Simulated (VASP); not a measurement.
Pd:

```xyz
1
Lattice="0.0000 1.9426 1.9426 1.9426 0.0000 1.9426 1.9426 1.9426 0.0000" Properties=species:S:1:pos:R:3 pbc="T T T"
Pd    0.0000    0.0000    0.0000
```

| Property | Result |
| --- | --- |
| Program | VASP 6.6.1 |
| Task | relaxation of cell and atoms |
| Functional | PBE |
| Potentials or basis | VASP PAW PBE potentials, release 64 (Pd) |
| Cutoff | 500 eV |
| k mesh | 8 × 8 × 8 |
| Occupations | gaussian, width 0.1 eV |
| Spin | no spin polarisation |

At the start: pressure 9.0 GPa; volume 14.66 Å³/atom.

Question: Where does the relaxation end?

Answer: Over 3 steps the energy falls by 18.9 meV/atom and the volume is 15.38 Å³/atom (+4.9 %); space group Fm-3m (No. 225, to 0.1 Å) before and after.

The path:
| step | energy change (eV) | largest force (eV/Å) | pressure (GPa) | volume (Å³) |
| --- | --- | --- | --- | --- |
| 1 | 0.0000 | 0.0000 | 8.96 | 14.66 |
| 2 | 0.0162 | 0.0000 | -9.49 | 16.47 |
| 3 | -0.0189 | 0.0000 | -0.13 | 15.38 |

Final structure:
```
Pd
1.0
     0.00000    1.97401    1.97401
     1.97401    0.00000    1.97401
     1.97401    1.97401    0.00000
Pd
1
Direct
  0.00000 0.00000 0.00000
```
